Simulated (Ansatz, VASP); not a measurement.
## InAs: VASP beside Ansatz

```
In As
1.0
     0.00000    2.87432    2.87432
     2.87432    0.00000    2.87432
     2.87432    2.87432    0.00000
In As
1 1
Direct
  0.00000 0.00000 0.00000
  0.50000 0.50000 0.50000
```

Alike in both runs: task single point; functional PBE; k mesh 10 × 10 × 10; occupations fermi-dirac, width 0.05 eV; no spin polarisation.

|  | VASP | Ansatz |
| --- | --- | --- |
| version | VASP 6.6.1 | Ansatz 0.2.0 |
| potentials or method | VASP PAW PBE potentials, release 64 (In_d, As), cutoff 520 eV | all-electron LAPW, non-relativistic |

VASP gave:

| Property | Result |
| --- | --- |
| pressure (GPa) | 0.0 |

**Question.** Which values does Ansatz return?

**Answer.** Pressure (GPa): 0.5.

Ansatz ran all-electron here, and VASP with PAW potentials.
